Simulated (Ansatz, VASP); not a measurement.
## One calculation of Ti, two programs

Contents of INCAR:

```
SYSTEM = Ti
ALGO     = Normal         ! electronic algorithm
EDIFF    = 1E-6           ! SCF threshold, eV
ENCUT    = 520            ! plane-wave cutoff, eV
GGA      = PS             ! functional
ISIF     = 2              ! what is computed and relaxed
ISMEAR   = -1             ! smearing method
LASPH    = .True.         ! aspherical terms in the spheres
LCHARG   = .False.        ! write CHGCAR
LREAL    = .False.        ! projectors in reciprocal space
LWAVE    = .False.        ! write WAVECAR
NBANDS   = 19             ! bands
NELM     = 60             ! most SCF steps
PREC     = Accurate       ! precision mode
SIGMA    = 0.08           ! smearing width, eV
```

The input KPOINTS:

```
k-points
0
Gamma
  13 13 7
  0 0 0
```

Contents of POSCAR:

```
Ti
1.0
    2.9792076597      0.0000000000      0.0000000000
   -1.4896038298      2.5800695164      0.0000000000
    0.0000000000      0.0000000000      4.7323990572
Ti
2
Direct
    0.3333333333      0.6666666667      0.2500000000
    0.6666666667      0.3333333333      0.7500000000
```

Input for Ansatz:

```yaml
crystal:
  lattice:
    - [2.9792076597, 0.0, 0.0]
    - [-1.4896038298, 2.5800695164, 0.0]
    - [0.0, 0.0, 4.7323990572]
  atoms:
    - { symbol: Ti, position: [0.3333333333, 0.6666666667, 0.25] }
    - { symbol: Ti, position: [0.6666666667, 0.3333333333, 0.75] }
kpoints:
  mp_grid: { grid: [13, 13, 7] }
scf:
  occupations: { method: fermi_dirac, width: 0.08 }
hamiltonian:
  xc: pbesol
  pseudopotentials: { kind: all_electron, lapw: { basis_error: 0.0005 } }
output:
  forces: true
  stress: true
  eigenvalues: true
```

Change from the starting cell: volume scaled by 1.03.

Alike in both runs: task single point; functional PBEsol; k mesh 13 × 13 × 7; occupations fermi-dirac, width 0.08 eV; no spin polarisation.

|  | VASP | Ansatz |
| --- | --- | --- |
| version | VASP 6.6.1 | Ansatz 0.2.0 |
| potentials or method | VASP PAW PBE potentials, release 64 (Ti_sv), cutoff 520 eV | all-electron LAPW, scalar-relativistic |

```tsv
	VASP	Ansatz	Ansatz less VASP
pressure (GPa)	-8.7	-8.5	+0.13
traceless stress, the component that is largest in VASP (GPa)	-0.36	-0.36	+0.002
```

VASP's potentials were made for PBE, not for PBEsol. Ansatz ran all-electron here, and VASP with PAW potentials.
